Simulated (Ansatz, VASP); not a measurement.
**K3I2Br in VASP and in Ansatz**

```
K I Br
1.0
     4.59330    0.00000    0.00000
    -2.29665    3.97791    0.00000
     0.00000    0.00000   12.49350
K I Br
3 2 1
Direct
  0.00000 0.00000 0.50000
  0.33333 0.66667 0.15140
  0.66667 0.33333 0.84860
  0.33333 0.66667 0.67443
  0.66667 0.33333 0.32557
  0.00000 0.00000 0.00000
```

Alike in both runs: functional LDA; k mesh 6 × 6 × 2; occupations gaussian, width 0.05 eV; no spin polarisation.

Ansatz relaxed the structure, and its values are those at the end. VASP's run is a single point on that final structure, the one shown.

|  | VASP | Ansatz |
| --- | --- | --- |
| version | VASP 6.6.1 | Ansatz 0.2.0 |
| potentials or method | VASP PAW LDA potentials, release 64 (K_sv, I, Br), cutoff 520 eV | scalar-relativistic, plane waves, PAW |
| valence electrons in the cell | 48 | 68 |

```tsv
	VASP	Ansatz	Ansatz less VASP
gap on the k mesh at the Fermi level (eV)	3.43	3.42	-0.008
least direct gap on the mesh (eV)	3.43	3.42	-0.008
pressure (GPa)	-0.4	-0.5	-0.06
```

LDA's correlation is that of Perdew and Zunger in VASP and of Perdew and Wang (1992) in Ansatz. VASP's potentials hold 48 valence electrons a cell and Ansatz's 68, so a difference there can come from the potentials and not from the codes. Ansatz's warnings: stress scf threshold loose.

Neither program's run includes spin-orbit coupling.
